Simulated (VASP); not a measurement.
# Ga9H4N9 in VASP: single point with PBE

Aim: the single point of Ga9H4N9 with PBE.

Program: VASP 6.6.1. These are calculated values, not measurements. Logs are shortened: lines on timing, memory, paths and dates and some standing lists are left out, and cuts for length are marked.

## (1) The cell of the first run

The cell holds a wire or tube with vacuum around it, 22 atoms: a = 24.600 Å, b = 9.300 Å, c = 5.570 Å, α = 90.00°, β = 90.00°, γ = 90.00°.

## (2) Single point, PBE

INCAR reads:

```
ALGO     = Normal         # electronic algorithm
EDIFF    = 1E-6           # SCF threshold, eV
ENCUT    = 520            # plane-wave cutoff, eV
GGA      = PE             # functional
ISIF     = 2              # what is computed and relaxed
ISMEAR   = 0              # smearing method
LASPH    = True           # aspherical terms in the spheres
LCHARG   = False          # write CHGCAR
LREAL    = Auto         
LWAVE    = False          # write WAVECAR
NBANDS   = 100            # bands
NELM     = 100            # most SCF steps
PREC     = Accurate       # precision mode
SIGMA    = 0.05           # smearing width, eV
```

KPOINTS reads:

```
k-points
0
Gamma
  1 1 6
```

POSCAR reads:

```
Ga9H4N9
1.0
   24.6000000000      0.0000000000      0.0000000000
    0.0000000000      9.3000000000      0.0000000000
    0.0000000000      0.0000000000      5.5696757858
Ga N H
9 9 4
Direct
    0.6953404734      0.5000000000      0.3371690575
    0.7621934950      0.5000000000      0.8290367938
    0.5651799406      0.5000000000      0.3363204520
    0.6306744590      0.5000000000      0.8364374090
    0.4348200594      0.5000000000      0.3363204520
    0.5000000000      0.5000000000      0.8361941233
    0.3046595266      0.5000000000      0.3371690575
    0.3693255410      0.5000000000      0.8364374090
    0.2378065050      0.5000000000      0.8290367938
    0.7582615527      0.5000000000      0.1577888375
    0.6303535442      0.5000000000      0.1694207218
    0.6961286824      0.5000000000      0.6698539064
    0.5000000000      0.5000000000      0.1693240662
    0.5653507533      0.5000000000      0.6695599137
    0.3696464558      0.5000000000      0.1694207218
    0.4346492467      0.5000000000      0.6695599137
    0.2417384473      0.5000000000      0.1577888375
    0.3038713176      0.5000000000      0.6698539064
    0.8172748567      0.5000000000      0.6918880919
    0.1827251433      0.5000000000      0.6918880919
    0.7939644642      0.5000000000      0.2503377423
    0.2060355358      0.5000000000      0.2503377423
```

Potentials or basis: VASP PAW PBE potentials, release 64 (Ga_d, N, H).

Launch:

```
> cat potpaw_PBE.64/Ga_d/POTCAR potpaw_PBE.64/N/POTCAR potpaw_PBE.64/H/POTCAR > POTCAR
> mpirun -np 1 vasp_std > vasp.out
```

OUTCAR:

```text
EDIFF = 1E-6
   ENCUT = 520
   GGA = PE
   ISIF = 2
   ISMEAR = 0
   LASPH = True
   LREAL = Auto
   NELM = 100
   PREC = Accurate

 ion  position               nearest neighbor table
   1  0.695  0.500  0.337-  10 1.84  11 1.85  12 1.85
   2  0.762  0.500  0.829-  19 1.56  10 1.83  12 1.85
   3  0.565  0.500  0.336-  11 1.85  13 1.85  14 1.86
   4  0.631  0.500  0.836-  11 1.85  14 1.86  12 1.86
   5  0.435  0.500  0.336-  15 1.85  13 1.85  16 1.86
   6  0.500  0.500  0.836-  13 1.86  14 1.86  16 1.86
[... 10 lines left out ...]
  17  0.242  0.500  0.158-  22 1.02   9 1.83   7 1.84
  18  0.304  0.500  0.670-   9 1.85   7 1.85   8 1.86
  19  0.817  0.500  0.692-   2 1.56
  20  0.183  0.500  0.692-   9 1.56
  21  0.794  0.500  0.250-  10 1.02
  22  0.206  0.500  0.250-  17 1.02

  LATTYP: Found a simple orthorhombic cell.
 ALAT       =     5.5696757858
 B/A-ratio  =     1.6697560787
 C/A-ratio  =     4.4167741438

  Lattice vectors:

 A1 = (   0.0000000000,   0.0000000000,  -5.5696757858)
 A2 = (   0.0000000000,   9.3000000000,   0.0000000000)
 A3 = (  24.6000000000,   0.0000000000,   0.0000000000)

Analysis of symmetry for initial positions (statically):
=====================================================================
 Subroutine PRICEL returns:
 Original cell was already a primitive cell.

 Routine SETGRP: Setting up the symmetry group for a
 simple orthorhombic supercell.

 Subroutine GETGRP returns: Found  4 space group operations
 (whereof  4 operations were pure point group operations)
 out of a pool of  8 trial point group operations.

The static configuration has the point symmetry C_2v.

Analysis of symmetry for dynamics (positions and initial velocities):
=====================================================================
 Subroutine PRICEL returns:
 Original cell was already a primitive cell.

 Routine SETGRP: Setting up the symmetry group for a
 simple orthorhombic supercell.

 Subroutine GETGRP returns: Found  4 space group operations
 (whereof  4 operations were pure point group operations)
 out of a pool of  8 trial point group operations.

The dynamic configuration has the point symmetry C_2v.

 Subroutine INISYM returns: Found  4 space group operations
 (whereof  4 operations are pure point group operations),
 and found     1 'primitive' translations

----------------------------------------------------------------------------------------

                                     Primitive cell

  volume of cell :    1274.2304

  direct lattice vectors                    reciprocal lattice vectors
    24.600000000  0.000000000  0.000000000     0.040650407  0.000000000  0.000000000
     0.000000000  9.300000000  0.000000000     0.000000000  0.107526882  0.000000000
     0.000000000  0.000000000  5.569675786     0.000000000  0.000000000  0.179543664

  length of vectors
    24.600000000  9.300000000  5.569675786     0.040650407  0.107526882  0.179543664

  position of ions in fractional coordinates (direct lattice)
     0.695340473  0.500000000  0.337169057
     0.762193495  0.500000000  0.829036794
     0.565179941  0.500000000  0.336320452
     0.630674459  0.500000000  0.836437409
     0.434820059  0.500000000  0.336320452
     0.500000000  0.500000000  0.836194123
[... 14 lines left out ...]
     0.793964464  0.500000000  0.250337742
     0.206035536  0.500000000  0.250337742

  ion indices of the primitive-cell ions
   primitive index   ion index
                 1           1
                 2           2
                 3           3
                 4           4
                 5           5
                 6           6
[... 14 lines left out ...]
                21          21
                22          22

----------------------------------------------------------------------------------------

 KPOINTS: k-points

Automatic generation of k-mesh.
 Grid dimensions read from file:
 generate k-points for:    1    1    6

 Generating k-lattice:

  Cartesian coordinates                     Fractional coordinates (reciprocal lattice)
     0.040650407  0.000000000  0.000000000     1.000000000  0.000000000  0.000000000
     0.000000000  0.107526882  0.000000000     0.000000000  1.000000000  0.000000000
     0.000000000  0.000000000  0.029923944     0.000000000  0.000000000  0.166666667

  Length of vectors
     0.040650407  0.107526882  0.029923944

  Shift w.r.t. Gamma in fractional coordinates (k-lattice)
     0.000000000  0.000000000  0.000000000

 Subroutine IBZKPT returns following result:
 ===========================================

 Found      4 irreducible k-points:

 Following reciprocal coordinates:
            Coordinates               Weight
  0.000000  0.000000  0.000000      1.000000
  0.000000  0.000000  0.166667      2.000000
  0.000000  0.000000  0.333333      2.000000
  0.000000  0.000000  0.500000      1.000000
   k-points           NKPTS =      4   k-points in BZ     NKDIM =      4   number of bands    NBANDS=    100
   number of dos      NEDOS =    301   number of ions     NIONS =     22
   total plane-waves  NPLWV = 564480
   dimension x,y,z NGX =   192 NGY =   70 NGZ =   42
   dimension x,y,z NGXF=   384 NGYF=  140 NGZF=   84
   ions per type =               9   9   4
   NGX,Y,Z   is equivalent  to a cutoff of  12.98, 12.51, 12.54 a.u.
   NGXF,Y,Z  is equivalent  to a cutoff of  25.95, 25.03, 25.07 a.u.
 SYSTEM =  unknown system
   PREC   = accura    normal or accurate (medium, high low for compatibility)
   ISTART =      0    job   : 0-new  1-cont  2-samecut
   ICHARG =      2    charge: 1-file 2-atom 10-const
   ISPIN  =      1    spin polarized calculation?
   LNONCOLLINEAR =      F non collinear calculations
   LSORBIT =      F    spin-orbit coupling
   LASPH  =      T    aspherical Exc in radial PAW
   ENCUT  =  520.0 eV  38.22 Ry    6.18 a.u.  45.74 17.29 10.36*2*pi/ulx,y,z
   NELM   =    100;   NELMIN=  2; NELMDL= -5     # of ELM steps
   EDIFF  = 0.1E-05   stopping-criterion for ELM
   LREAL  =      T    real-space projection
   EDIFFG = 0.1E-04   stopping-criterion for IOM
   NSW    =      0    number of steps for IOM
   IBRION =     -1    ionic relax: 0-MD 1-quasi-New 2-CG
   NFREE  =      0    steps in history (QN), initial steepest desc. (CG)
   ISIF   =      2    stress and relaxation
   ISYM   =      2    0-nonsym 1-usesym 2-fastsym
   POTIM  = 0.5000    time-step for ionic-motion
   TEBEG  =    0.0;   TEEND  =   0.0 temperature during run
   PSTRESS=    0.0 pullay stress
   NELECT =     166.0000    total number of electrons
   NUPDOWN=      -1.0000    fix difference up-down
   EMIN   =  10.00;   EMAX   =-10.00  energy-range for DOS
   EFERMI =   0.00;   METHOD = LEGACY
   ISMEAR =     0;   SIGMA  =   0.05  broadening in eV -4-tet -1-fermi 0-gaus
   EFERMI_NEDOS =   21; number of points for ismear=-14 and -15
   IALGO  =     38    algorithm
   IMIX   =      4    mixing-type and parameters
     AMIX     =   0.40;   BMIX     =  1.00
     AMIX_MAG =   1.60;   BMIX_MAG =  1.00
  volume/ion in A,a.u.               =      57.92       390.86
  Fermi-wavevector in a.u.,A,eV,Ry     =   0.829905  1.568292  9.370900  0.688742
  Thomas-Fermi vector in A             =   1.942531
   LORBIT       =      0    0 simple, 1 ext, 2 COOP (PROOUT), +10 PAW based schemes
   GGA     = PE    functional components
   LHFCALC =     F    Hartree Fock is set to
   AEXX    =    0.0000 exact exchange contribution
   IVDW    =     0    specifies the selected vdW correction
   LEPSILON=     F    determine dielectric tensor
   LRPA    =     F    only Hartree local field effects (RPA)
 non-spin polarized calculation
 Gauss-broadening in eV      SIGMA  =   0.05
  energy-cutoff  :      520.00
  volume of cell :     1274.23
 maximum number of plane-waves:     34333
 NGX is ok and might be reduce to   192
   NGX = 91   NGY = 35   NGZ = 21

 number of electron     166.0000015 magnetization

 Free energy of the ion-electron system (eV)
  ---------------------------------------------------
  ext. energy  EPLUGINS =         0.00000000
  ---------------------------------------------------
  free energy    TOTEN  =      -116.55095645 eV

  energy without entropy =     -116.55095645  energy(sigma->0) =     -116.55095645

 E-fermi :  -3.3954     XC(G=0):  -3.1642

 val. band max:       -3.6607081398   @ k =   0.0000   0.0000   0.0000
 cond. band min:      -1.0821212292   @ k =   0.0000   0.0000   0.0000
 fundamental gap:      2.5785869106
 Fermi energy:        -3.3953901362

 k-point     1 :       0.0000    0.0000    0.0000
  band No.  band energies     occupation
      1     -18.8728      2.00000
      2     -18.8072      2.00000
      3     -18.6598      2.00000
      4     -18.4968      2.00000
      5     -18.3658      2.00000
      6     -18.2687      2.00000
[... 87 lines left out ...]
     94       1.5867      0.00000
     95       1.6157      0.00000

 k-point     2 :       0.0000    0.0000    0.1667
  band No.  band energies     occupation
      1     -18.8272      2.00000
      2     -18.7724      2.00000
      3     -18.6364      2.00000
      4     -18.4873      2.00000
      5     -18.3686      2.00000
      6     -18.2814      2.00000
[... 87 lines left out ...]
     94       1.6024      0.00000
     95       1.6406      0.00000

 k-point     3 :       0.0000    0.0000    0.3333
  band No.  band energies     occupation
      1     -18.7166      2.00000
      2     -18.6915      2.00000
      3     -18.5749      2.00000
      4     -18.4613      2.00000
      5     -18.3818      2.00000
      6     -18.3257      2.00000
[... 87 lines left out ...]
     94       1.6384      0.00000
     95       1.6550      0.00000

 k-point     4 :       0.0000    0.0000    0.5000
  band No.  band energies     occupation
      1     -18.6462      2.00000
      2     -18.6418      2.00000
      3     -18.4913      2.00000
      4     -18.4572      2.00000
      5     -18.4343      2.00000
      6     -18.3579      2.00000
[... 87 lines left out ...]
     94       1.4932      0.00000
     95       1.5964      0.00000
 [bands above 95 left out]

------------------------ aborting loop because EDIFF is reached ----------------------------------------

  FORCE on cell =-STRESS in cart. coord.  units (eV):
  Direction    XX          YY          ZZ          XY          YZ          ZX
  --------------------------------------------------------------------------------------
  -------------------------------------------------------------------------------------
  Total       -0.5775170     -0.0971401     -0.6271935      0.0000000      0.0000000      0.0000000
  in kB       -0.7261517     -0.1221409     -0.7886134      0.0000000      0.0000000      0.0000000
  external PRESSURE =      -0.5456353 kB  Pullay stress =       0.0000000 kB

 VOLUME and BASIS-vectors are now :
 -----------------------------------------------------------------------------
  energy-cutoff  :      520.00
  volume of cell :     1274.23
      direct lattice vectors                 reciprocal lattice vectors
    24.600000000  0.000000000  0.000000000     0.040650407  0.000000000  0.000000000
     0.000000000  9.300000000  0.000000000     0.000000000  0.107526882  0.000000000
     0.000000000  0.000000000  5.569675786     0.000000000  0.000000000  0.179543664

 POSITION                                       TOTAL-FORCE (eV/Angst)
 -----------------------------------------------------------------------------------
     17.10538      4.65000      1.87792        -0.000658      0.000000      0.003799
     18.74996      4.65000      4.61747         0.000489     -0.000000      0.008479
     13.90343      4.65000      1.87320        -0.001407      0.000000     -0.003541
     15.51459      4.65000      4.65869        -0.003606      0.000000      0.007861
     10.69657      4.65000      1.87320         0.001407     -0.000000     -0.003541
     12.30000      4.65000      4.65733         0.000000     -0.000000      0.001733
[... 14 lines left out ...]
     19.53153      4.65000      1.39430         0.002597     -0.000000      0.003421
      5.06847      4.65000      1.39430        -0.002597     -0.000000      0.003421
 -----------------------------------------------------------------------------------
    total drift:                                0.000000     -0.000000      0.002162

  FREE ENERGIE OF THE ION-ELECTRON SYSTEM (eV)
  ---------------------------------------------------
  free  energy   TOTEN  =      -116.5509564508 eV

  energy  without entropy=     -116.5509564508  energy(sigma->0) =     -116.55095645
```

It took 20 min on 1 thread of Intel Xeon Platinum 8375C at 2.90GHz (Ice Lake), shared host; peak memory 1.2 GiB.

What came out:

* Free energy: -116.5510 eV
* Largest force: 0.024 eV/Å
* Band gap on the k mesh: 2.58 eV

Forces on the atoms (eV/Å):
```
Ga  -0.001  0.000  0.004
Ga   0.000  0.000  0.008
Ga  -0.001  0.000 -0.004
Ga  -0.004  0.000  0.008
Ga   0.001  0.000 -0.004
Ga   0.000  0.000  0.002
Ga   0.001  0.000  0.004
Ga   0.004  0.000  0.008
Ga   0.000  0.000  0.008
N   -0.009  0.000 -0.017
N   -0.001  0.000 -0.003
N    0.005  0.000 -0.013
N    0.000  0.000  0.002
N    0.000  0.000 -0.001
N    0.001  0.000 -0.003
N    0.000  0.000 -0.001
N    0.009  0.000 -0.017
N   -0.005  0.000 -0.013
H   -0.021  0.000  0.012
H    0.021  0.000  0.012
H    0.003  0.000  0.003
H   -0.003  0.000  0.003
```

Levels at points of the mesh, in eV from the valence-band top:
| k point | band 79 | band 80 | band 81 | band 82 | band 83 | band 84 | band 85 | band 86 | band 87 | band 88 |
| --- | --- | --- | --- | --- | --- | --- | --- | --- | --- | --- |
| (0.00, 0.00, 0.00) | -0.41 | -0.25 | -0.13 | -0.05 | 0.00 | 2.58 | 3.41 | 4.29 | 4.37 | 4.38 |
| (0.00, 0.00, 0.50) | -0.92 | -0.86 | -0.54 | -0.47 | -0.33 | 4.28 | 4.29 | 4.31 | 4.33 | 4.48 |
